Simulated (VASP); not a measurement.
# Li2Se (Fm-3m) in VASP: single point with LDA

Aim: the single point of Li2Se with LDA.

Everything below comes from runs of VASP 6.6.1. Logs are shortened: lines on timing, memory, paths and dates and some standing lists are left out, and cuts for length are marked.

## (1) The cell of the first run

The structure is cubic, space group Fm-3m (No. 225). Conventional cell: a = 6.005 Å, b = 6.005 Å, c = 6.005 Å, α = 90.00°, β = 90.00°, γ = 90.00°. Within 3.4 Å of Li (site symmetry -43m) lie 4 Se at 2.60 Å and 6 Li at 3.00 Å. Se (site symmetry m-3m) has 8 Li at 2.60 Å within 3.4 Å.

## (2) Single point, LDA

INCAR

```
PREC = Accurate ; ENCUT = 750
EDIFF = 1E-6 ; ISMEAR = 0
SIGMA = 0.05 ; LREAL = F
LASPH = T ; NELM = 120
ALGO = Normal ; ISIF = 2
LWAVE = F ; LCHARG = F
NBANDS = 36 ; GGA_COMPAT = F
```

KPOINTS

```
regular mesh
0
Gamma
  4 4 4
```

POSCAR

```
Li2Se
1.0
    6.0050000000      0.0000000000      0.0000000000
    0.0000000000     -6.0050000000      0.0000000000
    0.0000000000      0.0000000000     -6.0050000000
Li Se
8 4
Direct
    0.2500000000      0.2500000000      0.2500000000
    0.7500000000      0.7500000000      0.2500000000
    0.7500000000      0.2500000000      0.7500000000
    0.2500000000      0.7500000000      0.7500000000
    0.7500000000      0.7500000000      0.7500000000
    0.2500000000      0.2500000000      0.7500000000
    0.2500000000      0.7500000000      0.2500000000
    0.7500000000      0.2500000000      0.2500000000
    0.0000000000      0.5000000000      0.5000000000
    0.5000000000      0.0000000000      0.5000000000
    0.5000000000      0.5000000000      0.0000000000
    0.0000000000      0.0000000000      0.0000000000
```

Potentials or basis: VASP PAW LDA potentials, release 64 (Li_sv, Se).

Started as:

```
> cat potpaw_LDA.64/Li_sv/POTCAR potpaw_LDA.64/Se/POTCAR > POTCAR
> mpirun -np 1 vasp_std > vasp.out
```

OUTCAR:

```text
PREC = Accurate
   ENCUT = 750
   EDIFF = 1E-6
   ISMEAR = 0
   LREAL = F
   LASPH = T
   NELM = 120
   ISIF = 2

 ion  position               nearest neighbor table
   1  0.250  0.250  0.250-   9 2.60  10 2.60  11 2.60  12 2.60
   2  0.750  0.750  0.250-   9 2.60  10 2.60  11 2.60  12 2.60
   3  0.750  0.250  0.750-   9 2.60  10 2.60  11 2.60  12 2.60
   4  0.250  0.750  0.750-   9 2.60  10 2.60  11 2.60  12 2.60
   5  0.750  0.750  0.750-   9 2.60  10 2.60  11 2.60  12 2.60
   6  0.250  0.250  0.750-   9 2.60  10 2.60  11 2.60  12 2.60
   7  0.250  0.750  0.250-   9 2.60  10 2.60  11 2.60  12 2.60
   8  0.750  0.250  0.250-   9 2.60  10 2.60  11 2.60  12 2.60
   9  0.000  0.500  0.500-   1 2.60   2 2.60   3 2.60   4 2.60   5 2.60   6 2.60   7 2.60   8 2.60

  10  0.500  0.000  0.500-   1 2.60   2 2.60   3 2.60   4 2.60   5 2.60   6 2.60   7 2.60   8 2.60

  11  0.500  0.500  0.000-   1 2.60   2 2.60   3 2.60   4 2.60   5 2.60   6 2.60   7 2.60   8 2.60

  12  0.000  0.000  0.000-   1 2.60   2 2.60   3 2.60   4 2.60   5 2.60   6 2.60   7 2.60   8 2.60

  LATTYP: Found a simple cubic cell.
 ALAT       =     6.0050000000

  Lattice vectors:

 A1 = (   6.0050000000,   0.0000000000,   0.0000000000)
 A2 = (   0.0000000000,  -6.0050000000,   0.0000000000)
 A3 = (   0.0000000000,   0.0000000000,  -6.0050000000)

Analysis of symmetry for initial positions (statically):
=====================================================================
 Subroutine PRICEL returns following result:

  LATTYP: Found a face centered cubic cell.
 ALAT       =     6.0050000000

  Lattice vectors:

 A1 = (   3.0025000000,   3.0025000000,   0.0000000000)
 A2 = (   3.0025000000,   0.0000000000,  -3.0025000000)
 A3 = (   0.0000000000,   3.0025000000,  -3.0025000000)

   4 primitive cells build up your supercell.

 Routine SETGRP: Setting up the symmetry group for a
 simple cubic supercell.

 Subroutine GETGRP returns: Found 48 space group operations
 (whereof 48 operations were pure point group operations)
 out of a pool of 48 trial point group operations.

The static configuration has the point symmetry O_h .

Analysis of symmetry for dynamics (positions and initial velocities):
=====================================================================
 Subroutine PRICEL returns following result:

  LATTYP: Found a face centered cubic cell.
 ALAT       =     6.0050000000

  Lattice vectors:

 A1 = (   3.0025000000,   3.0025000000,   0.0000000000)
 A2 = (   3.0025000000,   0.0000000000,  -3.0025000000)
 A3 = (   0.0000000000,   3.0025000000,  -3.0025000000)

   4 primitive cells build up your supercell.

 Routine SETGRP: Setting up the symmetry group for a
 simple cubic supercell.

 Subroutine GETGRP returns: Found 48 space group operations
 (whereof 48 operations were pure point group operations)
 out of a pool of 48 trial point group operations.

The dynamic configuration has the point symmetry O_h .

 Subroutine INISYM returns: Found 48 space group operations
 (whereof 48 operations are pure point group operations),
 and found     4 'primitive' translations

----------------------------------------------------------------------------------------

                                     Primitive cell

  volume of cell :      54.1351

  direct lattice vectors                    reciprocal lattice vectors
     3.002500000  3.002500000  0.000000000     0.166527893  0.166527893  0.166527893
     3.002500000  0.000000000 -3.002500000     0.166527893 -0.166527893 -0.166527893
     0.000000000  3.002500000 -3.002500000    -0.166527893  0.166527893 -0.166527893

  length of vectors
     4.246176221  4.246176221  4.246176221     0.288434772  0.288434772  0.288434772

  position of ions in fractional coordinates (direct lattice)
     0.750000000  0.750000000  0.750000000
     0.250000000  0.250000000  0.250000000
     0.000000000  0.000000000  0.000000000

  ion indices of the primitive-cell ions
   primitive index   ion index
                 1           1
                 2           7
                 3           9

----------------------------------------------------------------------------------------

 KPOINTS: regular mesh

Automatic generation of k-mesh.
 Grid dimensions read from file:
 generate k-points for:    4    4    4

 Generating k-lattice:

  Cartesian coordinates                     Fractional coordinates (reciprocal lattice)
     0.041631973  0.000000000  0.000000000     0.250000000  0.000000000  0.000000000
     0.000000000 -0.041631973  0.000000000     0.000000000  0.250000000  0.000000000
     0.000000000  0.000000000 -0.041631973     0.000000000  0.000000000  0.250000000

  Length of vectors
     0.041631973  0.041631973  0.041631973

  Shift w.r.t. Gamma in fractional coordinates (k-lattice)
     0.000000000  0.000000000  0.000000000

 Subroutine IBZKPT returns following result:
 ===========================================

 Found     10 irreducible k-points:

 Following reciprocal coordinates:
            Coordinates               Weight
  0.000000  0.000000  0.000000      1.000000
  0.250000  0.000000  0.000000      6.000000
  0.500000  0.000000  0.000000      3.000000
  0.250000  0.250000  0.000000     12.000000
  0.500000  0.250000  0.000000     12.000000
  0.500000  0.500000  0.000000      3.000000
  0.250000  0.250000  0.250000      8.000000
  0.500000  0.250000  0.250000     12.000000
  0.500000  0.500000  0.250000      6.000000
  0.500000  0.500000  0.500000      1.000000
   k-points           NKPTS =     10   k-points in BZ     NKDIM =     10   number of bands    NBANDS=     36
   number of dos      NEDOS =    301   number of ions     NIONS =     12
   total plane-waves  NPLWV = 157464
   dimension x,y,z NGX =    54 NGY =   54 NGZ =   54
   dimension x,y,z NGXF=   108 NGYF=  108 NGZF=  108
   ions per type =               8   4
   NGX,Y,Z   is equivalent  to a cutoff of  14.95, 14.95, 14.95 a.u.
   NGXF,Y,Z  is equivalent  to a cutoff of  29.90, 29.90, 29.90 a.u.
 SYSTEM =  unknown system
   PREC   = accura    normal or accurate (medium, high low for compatibility)
   ISTART =      0    job   : 0-new  1-cont  2-samecut
   ICHARG =      2    charge: 1-file 2-atom 10-const
   ISPIN  =      1    spin polarized calculation?
   LNONCOLLINEAR =      F non collinear calculations
   LSORBIT =      F    spin-orbit coupling
   LASPH  =      T    aspherical Exc in radial PAW
   ENCUT  =  750.0 eV  55.12 Ry    7.42 a.u.  13.41 13.41 13.41*2*pi/ulx,y,z
   NELM   =    120;   NELMIN=  2; NELMDL= -5     # of ELM steps
   EDIFF  = 0.1E-05   stopping-criterion for ELM
   LREAL  =      F    real-space projection
   EDIFFG = 0.1E-04   stopping-criterion for IOM
   NSW    =      0    number of steps for IOM
   IBRION =     -1    ionic relax: 0-MD 1-quasi-New 2-CG
   NFREE  =      0    steps in history (QN), initial steepest desc. (CG)
   ISIF   =      2    stress and relaxation
   ISYM   =      2    0-nonsym 1-usesym 2-fastsym
   POTIM  = 0.5000    time-step for ionic-motion
   TEBEG  =    0.0;   TEEND  =   0.0 temperature during run
   PSTRESS=    0.0 pullay stress
   NELECT =      48.0000    total number of electrons
   NUPDOWN=      -1.0000    fix difference up-down
   EMIN   =  10.00;   EMAX   =-10.00  energy-range for DOS
   EFERMI =   0.00;   METHOD = LEGACY
   ISMEAR =     0;   SIGMA  =   0.05  broadening in eV -4-tet -1-fermi 0-gaus
   EFERMI_NEDOS =   21; number of points for ismear=-14 and -15
   IALGO  =     38    algorithm
   IMIX   =      4    mixing-type and parameters
     AMIX     =   0.40;   BMIX     =  1.00
     AMIX_MAG =   1.60;   BMIX_MAG =  1.00
  volume/ion in A,a.u.               =      18.05       121.77
  Fermi-wavevector in a.u.,A,eV,Ry     =   0.990776  1.872296 13.355989  0.981637
  Thomas-Fermi vector in A             =   2.122471
   LORBIT       =      0    0 simple, 1 ext, 2 COOP (PROOUT), +10 PAW based schemes
   GGA     = CA    functional components
   LHFCALC =     F    Hartree Fock is set to
   AEXX    =    0.0000 exact exchange contribution
   IVDW    =     0    specifies the selected vdW correction
   LEPSILON=     F    determine dielectric tensor
   LRPA    =     F    only Hartree local field effects (RPA)
 non-spin polarized calculation
 Gauss-broadening in eV      SIGMA  =   0.05
  energy-cutoff  :      750.00
  volume of cell :      216.54
 maximum number of plane-waves:     10116
 NGX is ok and might be reduce to    54
   NGX = 27   NGY = 27   NGZ = 27

 number of electron      47.9999951 magnetization

 Free energy of the ion-electron system (eV)
  ---------------------------------------------------
  ext. energy  EPLUGINS =         0.00000000
  ---------------------------------------------------
  free energy    TOTEN  =       -48.57970096 eV

  energy without entropy =      -48.57970096  energy(sigma->0) =      -48.57970096

 E-fermi :   1.1870     XC(G=0):  -8.5376

 val. band max:        0.9732398053   @ k =   0.0000   0.0000   0.0000
 cond. band min:       3.7811177620   @ k =   0.0000   0.0000   0.0000
 fundamental gap:      2.8078779567
 Fermi energy:         1.1870477539

 k-point     1 :       0.0000    0.0000    0.0000
  band No.  band energies     occupation
      1     -42.7473      2.00000
      2     -42.7377      2.00000
      3     -42.7377      2.00000
      4     -42.7377      2.00000
      5     -42.7287      2.00000
      6     -42.7287      2.00000
[... 28 lines left out ...]
     35      11.0773      0.00000
     36      11.0773      0.00000

 k-point     2 :       0.2500    0.0000    0.0000
  band No.  band energies     occupation
      1     -42.7460      2.00000
      2     -42.7391      2.00000
      3     -42.7364      2.00000
      4     -42.7364      2.00000
      5     -42.7300      2.00000
      6     -42.7300      2.00000
[... 304 lines left out ...]
 k-point    10 :       0.5000    0.5000    0.5000
  band No.  band energies     occupation
      1     -42.7334      2.00000
      2     -42.7334      2.00000
      3     -42.7334      2.00000
      4     -42.7334      2.00000
      5     -42.7334      2.00000
      6     -42.7334      2.00000
[... 28 lines left out ...]
     35       6.7929      0.00000
     36       6.7929      0.00000

------------------------ aborting loop because EDIFF is reached ----------------------------------------

  FORCE on cell =-STRESS in cart. coord.  units (eV):
  Direction    XX          YY          ZZ          XY          YZ          ZX
  --------------------------------------------------------------------------------------
  -------------------------------------------------------------------------------------
  Total       -3.5557836     -3.5557836     -3.5557836      0.0000000     -0.0000000     -0.0000000
  in kB      -26.3091530    -26.3091530    -26.3091530      0.0000000     -0.0000000     -0.0000000
  external PRESSURE =     -26.3091530 kB  Pullay stress =       0.0000000 kB

 VOLUME and BASIS-vectors are now :
 -----------------------------------------------------------------------------
  energy-cutoff  :      750.00
  volume of cell :      216.54
      direct lattice vectors                 reciprocal lattice vectors
     6.005000000  0.000000000  0.000000000     0.166527893  0.000000000  0.000000000
     0.000000000 -6.005000000  0.000000000     0.000000000 -0.166527893  0.000000000
     0.000000000  0.000000000 -6.005000000     0.000000000  0.000000000 -0.166527893

 POSITION                                       TOTAL-FORCE (eV/Angst)
 -----------------------------------------------------------------------------------
      1.50125     -1.50125     -1.50125         0.000000     -0.000000     -0.000000
      4.50375     -4.50375     -1.50125         0.000000      0.000000     -0.000000
      4.50375     -1.50125     -4.50375         0.000000     -0.000000     -0.000000
      1.50125     -4.50375     -4.50375        -0.000000     -0.000000     -0.000000
      4.50375     -4.50375     -4.50375        -0.000000     -0.000000      0.000000
      1.50125     -1.50125     -4.50375        -0.000000      0.000000      0.000000
      1.50125     -4.50375     -1.50125        -0.000000      0.000000      0.000000
      4.50375     -1.50125     -1.50125        -0.000000     -0.000000      0.000000
      0.00000     -3.00250     -3.00250         0.000000     -0.000000      0.000000
      3.00250      0.00000     -3.00250        -0.000000      0.000000     -0.000000
      3.00250     -3.00250      0.00000         0.000000      0.000000      0.000000
      0.00000      0.00000      0.00000        -0.000000      0.000000     -0.000000
 -----------------------------------------------------------------------------------
    total drift:                                0.000000     -0.000000     -0.000000

  FREE ENERGIE OF THE ION-ELECTRON SYSTEM (eV)
  ---------------------------------------------------
  free  energy   TOTEN  =       -48.5797009567 eV

  energy  without entropy=      -48.5797009567  energy(sigma->0) =      -48.57970096
```

It used 370 s of CPU time on 1 thread of AMD EPYC 7R13 Processor (Zen 3) (shared host).

What came out:

* Free energy: -48.5797 eV
* Pressure: -2.6 GPa
* Band gap on the k mesh: 2.81 eV

A k mesh can miss the band edges.
